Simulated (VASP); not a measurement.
# HC16 (a cell with a defect) in VASP: single point with LDA

Aim: the single point of HC16 (a cell with a defect) with LDA.

All numbers are computed with VASP 6.6.1; they aren't measurements. Logs are shortened: lines on timing, memory, paths and dates and some standing lists are left out, and cuts for length are marked.

## (1) The cell of the first run

The cell holds a defect, 17 atoms: a = 5.049 Å, b = 5.049 Å, c = 5.049 Å, α = 60.00°, β = 60.00°, γ = 60.00°.

## (2) Single point, LDA, collinear spin, zero start

INCAR

```
SYSTEM = HC16
  PREC = Accurate
  ENCUT = 520
  EDIFF = 1E-7
  ISMEAR = -1
  SIGMA = 0.05
  LREAL = Auto
  LASPH = .TRUE.
  NELM = 150
  ALGO = Normal
  ISIF = 2
  LWAVE = .FALSE.
  LCHARG = .FALSE.
  ISPIN = 2
  MAGMOM = 0 0 0 0 0 0 0 0 0 0 0 0 0 0 0 0 0
  LORBIT = 11
  GGA = CA
  NBANDS = 50
```

KPOINTS

```
regular mesh
0
G
  3 3 3
  0 0 0
```

POSCAR

```
HC16
1.0
    0.0000000000      3.5700000000      3.5700000000
    3.5700000000      0.0000000000      3.5700000000
    3.5700000000      3.5700000000      0.0000000000
C H
16 1
Direct
    0.0496498599      0.0166246499     -0.0434033613
    0.1546078431      0.1305182073      0.0948039216
    0.0256302521      0.0005042017      0.4896078431
    0.1459383754      0.1368907563      0.6091596639
    0.0292436975      0.5250980392     -0.0358543417
    0.1536974790      0.6445098039      0.0964145658
    0.0243277311      0.5229831933      0.4722829132
    0.1509243697      0.6452100840      0.5917647059
    0.5445658263      0.0140896359     -0.0173109244
    0.6188375350      0.1497619048      0.1208543417
    0.5215546218      0.0282492997      0.4635714286
    0.6697899160      0.1457563025      0.6019747899
    0.5222128852      0.5102521008     -0.0267787115
    0.6472969188      0.6410224090      0.0952521008
    0.5442296919      0.5155182073      0.4657703081
    0.6497198880      0.6633893557      0.5637535014
    0.8032633053      0.1383333333      0.3200140056
```

Potentials or basis: VASP PAW LDA potentials, release 64 (C, H).

The run is started by

```sh
cat potpaw_LDA.64/C/POTCAR potpaw_LDA.64/H/POTCAR > POTCAR
mpirun -np 1 vasp_std > vasp.out
```

OUTCAR:

```text
SYSTEM = HC16
   PREC = Accurate
   ENCUT = 520
   EDIFF = 1E-7
   ISMEAR = -1
   LREAL = Auto
   LASPH = .TRUE.
   NELM = 150
   ISIF = 2
   ISPIN = 2
   LORBIT = 11
   GGA = CA

 ion  position               nearest neighbor table
   1  0.050  0.017  0.957-   4 1.44   2 1.47   6 1.54  10 1.78
   2  0.155  0.131  0.095-   1 1.47   9 1.61   5 1.63   3 1.63
   3  0.026  0.001  0.490-  17 1.44   8 1.47  12 1.47   4 1.55   2 1.63
   4  0.146  0.137  0.609-   1 1.44  11 1.55   3 1.55   7 1.59
   5  0.029  0.525  0.964-   8 1.54   6 1.55  14 1.58   2 1.63
   6  0.154  0.645  0.096-  13 1.52   1 1.54   7 1.55   5 1.55
   7  0.024  0.523  0.472-   8 1.52   6 1.55  16 1.55   4 1.59
   8  0.151  0.645  0.592-   3 1.47   7 1.52   5 1.54  15 1.62
   9  0.545  0.014  0.983-  10 1.45  14 1.55  12 1.57   2 1.61
  10  0.619  0.150  0.121-  11 1.41   9 1.45  13 1.49   1 1.78
  11  0.522  0.028  0.464-  10 1.41  16 1.51   4 1.55  12 1.67
  12  0.670  0.146  0.602-  17 1.25   3 1.47  15 1.53   9 1.57  11 1.67
  13  0.522  0.510  0.973-  10 1.49   6 1.52  14 1.56  16 1.69
  14  0.647  0.641  0.095-  15 1.53   9 1.55  13 1.56   5 1.58
  15  0.544  0.516  0.466-  16 1.45  12 1.53  14 1.53   8 1.62
  16  0.650  0.663  0.564-  15 1.45  11 1.51   7 1.55  13 1.69
  17  0.803  0.138  0.320-  12 1.25   3 1.44

  LATTYP: Found a face centered cubic cell.
 ALAT       =     7.1400000000

  Lattice vectors:

 A1 = (   0.0000000000,   3.5700000000,   3.5700000000)
 A2 = (   3.5700000000,   0.0000000000,   3.5700000000)
 A3 = (   3.5700000000,   3.5700000000,   0.0000000000)

Analysis of symmetry for initial positions (statically):
=====================================================================
 Subroutine PRICEL returns:
 Original cell was already a primitive cell.

 Routine SETGRP: Setting up the symmetry group for a
 face centered cubic supercell.

 Subroutine GETGRP returns: Found  1 space group operations
 (whereof  1 operations were pure point group operations)
 out of a pool of 48 trial point group operations.

The static configuration has the point symmetry C_1 .

Analysis of symmetry for dynamics (positions and initial velocities):
=====================================================================
 Subroutine PRICEL returns:
 Original cell was already a primitive cell.

 Routine SETGRP: Setting up the symmetry group for a
 face centered cubic supercell.

 Subroutine GETGRP returns: Found  1 space group operations
 (whereof  1 operations were pure point group operations)
 out of a pool of 48 trial point group operations.

The dynamic configuration has the point symmetry C_1 .

Analysis of structural, dynamic, and magnetic symmetry:
=====================================================================
 Subroutine PRICEL returns:
 Original cell was already a primitive cell.

 Routine SETGRP: Setting up the symmetry group for a
 face centered cubic supercell.

 Subroutine GETGRP returns: Found  1 space group operations
 (whereof  1 operations were pure point group operations)
 out of a pool of 48 trial point group operations.

The overall configuration has the point symmetry C_1 .

 Subroutine INISYM returns: Found  1 space group operations
 (whereof  1 operations are pure point group operations),
 and found     1 'primitive' translations

----------------------------------------------------------------------------------------

                                     Primitive cell

  volume of cell :      90.9986

  direct lattice vectors                    reciprocal lattice vectors
     0.000000000  3.570000000  3.570000000    -0.140056022  0.140056022  0.140056022
     3.570000000  0.000000000  3.570000000     0.140056022 -0.140056022  0.140056022
     3.570000000  3.570000000  0.000000000     0.140056022  0.140056022 -0.140056022

  length of vectors
     5.048742418  5.048742418  5.048742418     0.242584147  0.242584147  0.242584147

  position of ions in fractional coordinates (direct lattice)
     0.049649860  0.016624650  0.956596639
     0.154607843  0.130518207  0.094803922
     0.025630252  0.000504202  0.489607843
     0.145938375  0.136890756  0.609159664
     0.029243698  0.525098039  0.964145658
     0.153697479  0.644509804  0.096414566
[... 9 lines left out ...]
     0.649719888  0.663389356  0.563753501
     0.803263305  0.138333333  0.320014006

  ion indices of the primitive-cell ions
[... 68 lines left out ...]
   NGXF,Y,Z  is equivalent  to a cutoff of  26.34, 26.34, 26.34 a.u.
 SYSTEM =  HC16
   PREC   = accura    normal or accurate (medium, high low for compatibility)
   ISTART =      0    job   : 0-new  1-cont  2-samecut
   ICHARG =      2    charge: 1-file 2-atom 10-const
   ISPIN  =      2    spin polarized calculation?
   LNONCOLLINEAR =      F non collinear calculations
   LSORBIT =      F    spin-orbit coupling
   LASPH  =      T    aspherical Exc in radial PAW
   ENCUT  =  520.0 eV  38.22 Ry    6.18 a.u.   9.39  9.39  9.39*2*pi/ulx,y,z
   NELM   =    150;   NELMIN=  2; NELMDL= -5     # of ELM steps
   EDIFF  = 0.1E-06   stopping-criterion for ELM
   LREAL  =      T    real-space projection
   EDIFFG = 0.1E-05   stopping-criterion for IOM
   NSW    =      0    number of steps for IOM
   IBRION =     -1    ionic relax: 0-MD 1-quasi-New 2-CG
   NFREE  =      0    steps in history (QN), initial steepest desc. (CG)
   ISIF   =      2    stress and relaxation
   ISYM   =      2    0-nonsym 1-usesym 2-fastsym
   POTIM  = 0.5000    time-step for ionic-motion
   TEBEG  =    0.0;   TEEND  =   0.0 temperature during run
   PSTRESS=    0.0 pullay stress
   NELECT =      65.0000    total number of electrons
   NUPDOWN=      -1.0000    fix difference up-down
   EMIN   =  10.00;   EMAX   =-10.00  energy-range for DOS
   EFERMI =   0.00;   METHOD = LEGACY
   ISMEAR =    -1;   SIGMA  =   0.05  broadening in eV -4-tet -1-fermi 0-gaus
   EFERMI_NEDOS =   21; number of points for ismear=-14 and -15
   IALGO  =     38    algorithm
   IMIX   =      4    mixing-type and parameters
     AMIX     =   0.40;   BMIX     =  1.00
     AMIX_MAG =   1.60;   BMIX_MAG =  1.00
  volume/ion in A,a.u.               =       5.35        36.12
  Fermi-wavevector in a.u.,A,eV,Ry     =   1.463416  2.765455 29.138043  2.141586
  Thomas-Fermi vector in A             =   2.579513
   LORBIT       =     11    0 simple, 1 ext, 2 COOP (PROOUT), +10 PAW based schemes
   GGA     = CA    functional components
   LHFCALC =     F    Hartree Fock is set to
   AEXX    =    0.0000 exact exchange contribution
   IVDW    =     0    specifies the selected vdW correction
   LEPSILON=     F    determine dielectric tensor
   LRPA    =     F    only Hartree local field effects (RPA)
 spin polarized calculation
  energy-cutoff  :      520.00
  volume of cell :       91.00
 maximum number of plane-waves:      2453
 NGX is ok and might be reduce to    40
   NGX = 19   NGY = 19   NGZ = 19

 number of electron      65.0000000 magnetization      -0.0000005

 number of electron      65.0000000 magnetization       0.0000007

 Free energy of the ion-electron system (eV)
  ---------------------------------------------------
  ext. energy  EPLUGINS =         0.00000000
  ---------------------------------------------------
  free energy    TOTEN  =      -157.01930507 eV

  energy without entropy =     -157.01136726  energy(sigma->0) =     -157.01533617

 E-fermi :  13.0240     XC(G=0): -13.5792

 val. band max:       12.9331701358   @ k =   0.3333   0.3333   0.3333
 cond. band min:      13.2007125953   @ k =   0.3333   0.0000   0.0000
 fundamental gap:      0.2675424595
 Fermi energy:        13.0240129940

 spin component 1

 k-point     1 :       0.0000    0.0000    0.0000
  band No.  band energies     occupation
      1     -11.9167      1.00000
      2      -6.7213      1.00000
      3      -6.2675      1.00000
      4      -5.9052      1.00000
      5      -5.5664      1.00000
      6      -4.7838      1.00000
[... 647 lines left out ...]
     43      18.9957      0.00000
     44      19.2720      0.00000
 Fermi energy:        13.0240129940

 spin component 2

 k-point     1 :       0.0000    0.0000    0.0000
  band No.  band energies     occupation
      1     -11.9167      1.00000
      2      -6.7213      1.00000
      3      -6.2675      1.00000
      4      -5.9052      1.00000
      5      -5.5664      1.00000
      6      -4.7838      1.00000
[... 647 lines left out ...]
     43      18.9957      0.00000
     44      19.2720      0.00000
 [bands above 44 left out]

------------------------ aborting loop because EDIFF is reached ----------------------------------------

  FORCE on cell =-STRESS in cart. coord.  units (eV):
  Direction    XX          YY          ZZ          XY          YZ          ZX
  --------------------------------------------------------------------------------------
  -------------------------------------------------------------------------------------
  Total        4.4069239      4.2749764      5.0789454      1.8939543      4.0018215     -4.2996570
  in kB       77.5910252     75.2678766     89.4230501     33.3461299     70.4585416    -75.7024175
  external PRESSURE =      80.7606506 kB  Pullay stress =       0.0000000 kB

 VOLUME and BASIS-vectors are now :
 -----------------------------------------------------------------------------
  energy-cutoff  :      520.00
  volume of cell :       91.00
      direct lattice vectors                 reciprocal lattice vectors
     0.000000000  3.570000000  3.570000000    -0.140056022  0.140056022  0.140056022
     3.570000000  0.000000000  3.570000000     0.140056022 -0.140056022  0.140056022
     3.570000000  3.570000000  0.000000000     0.140056022  0.140056022 -0.140056022

 POSITION                                       TOTAL-FORCE (eV/Angst)
 -----------------------------------------------------------------------------------
      3.47440      3.59230      0.23660         1.175404      0.881011     -3.068502
      0.80440      0.89040      1.01790         1.585274      0.653377      2.987650
      1.74970      1.83940      0.09330        -0.579297      0.411224      3.705175
      2.66340      2.69570      1.00970        -0.631963     -1.253875      2.155553
      5.31660      3.54640      1.97900        -0.604114      0.806159     -1.808060
      2.64510      0.89290      2.84960        -0.849834     -0.548406      0.001011
[... 9 lines left out ...]
      4.38090      4.33210      4.68780         1.793930      4.690469     -1.258880
      1.63630      4.01010      3.36150        -0.840446     -1.138577      0.906720
 -----------------------------------------------------------------------------------
    total drift:                                0.007229     -0.003180     -0.001739

  FREE ENERGIE OF THE ION-ELECTRON SYSTEM (eV)
  ---------------------------------------------------
  free  energy   TOTEN  =      -157.0193050711 eV

  energy  without entropy=     -157.0113672644  energy(sigma->0) =     -157.01533617

 total charge

# of ion       s       p       d       tot
------------------------------------------
    1        0.839   1.769   0.000   2.608
    2        0.825   1.701   0.000   2.526
    3        0.840   1.779   0.000   2.618
    4        0.829   1.768   0.000   2.597
    5        0.819   1.707   0.000   2.526
    6        0.822   1.759   0.000   2.581
[... 9 lines left out ...]
   16        0.825   1.754   0.000   2.579
   17        0.543   0.092   0.000   0.635
--------------------------------------------------
tot         13.816  28.190   0.000  42.006

 magnetization (x)

# of ion       s       p       d       tot
------------------------------------------
    1       -0.000  -0.000   0.000  -0.000
    2       -0.000  -0.000   0.000  -0.000
    3       -0.000  -0.000   0.000  -0.000
    4        0.000  -0.000   0.000  -0.000
    5       -0.000   0.000   0.000   0.000
    6       -0.000   0.000   0.000  -0.000
[... 9 lines left out ...]
   16       -0.000   0.000   0.000  -0.000
   17       -0.000   0.000   0.000  -0.000
--------------------------------------------------
tot         -0.000  -0.000   0.000  -0.000
```

Run time: 4.2 min. Hardware: 1 thread of Intel Xeon 6975P-C, shared host; peak memory 0.25 GiB.

What came out:

```yaml
Free_energy: -157.0193 eV
Pressure: 8.1 GPa
Largest_force: 5.355 eV/Å
Net_moment: 0.00 μB per cell
Valence_electrons_inside_the_program's_atomic_spheres: C 2.61, 2.53, 2.62, 2.60, 2.58, 2.56, 2.59, 2.67, 2.55; H 0.64
```

Forces in eV/Å, atoms in the order of the input:
```
C    1.175  0.881 -3.069
C    1.585  0.653  2.988
C   -0.579  0.411  3.705
C   -0.632 -1.254  2.156
C   -0.604  0.806 -1.808
C   -0.850 -0.548  0.001
C   -0.879 -0.825 -0.128
C   -0.241  2.131 -1.072
C   -0.520 -2.852 -3.491
C   -3.292 -0.443  4.201
C    1.876  1.360 -3.218
C    0.996 -1.327 -2.155
C    1.423 -1.283  1.801
C   -0.803  1.283  1.484
C    0.391 -2.548 -1.042
C    1.794  4.690 -1.259
H   -0.840 -1.139  0.907
```

Caveat: the k points lie up to 0.51 Å⁻¹ apart.
